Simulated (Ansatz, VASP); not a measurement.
**One calculation of Be, two programs**

```
Be
1.0
     2.29950    0.00000    0.00000
    -1.14975    1.79228    0.00000
     0.00000    0.00000    3.60090
Be
2
Direct
  0.33333 0.66667 0.25000
  0.66667 0.33333 0.75000
```

Change from the starting cell: strain -0.1000 x Voigt [0, 1, 0, 0, 0, 0], atoms carried along.

Alike in both runs: task single point; functional r2SCAN; k mesh 24 × 24 × 14; occupations gaussian, width 0.15 eV; no spin polarisation.

|  | VASP | Ansatz |
| --- | --- | --- |
| version | VASP 6.6.1 | Ansatz 0.2.0 |
| potentials or method | VASP PAW PBE potentials, release 64 (Be), cutoff 520 eV | scalar-relativistic, plane waves, PAW |
| valence electrons in the cell | 4 | 4 |

Ansatz gave:

| Quantity | Value |
| --- | --- |
| gap on the k mesh at the Fermi level (eV) | none |
| pressure (GPa) | 9.4 |
| traceless stress, the component that is largest in VASP (GPa) | 25.82 |
| rms of the force components (eV/Å) | 0.186 |

Question: Estimate VASP's values.

Answer: gap on the k mesh at the Fermi level (eV): none; pressure (GPa): 9.7; traceless stress, the component that is largest in VASP (GPa): 25.80; rms of the force components (eV/Å): 0.187.

VASP's potentials were made for PBE, not for r2SCAN. Atom by atom the forces differ by 0.000 eV/Å (rms over components). A gap of «none» marks a metal or a gap that the smearing closes.
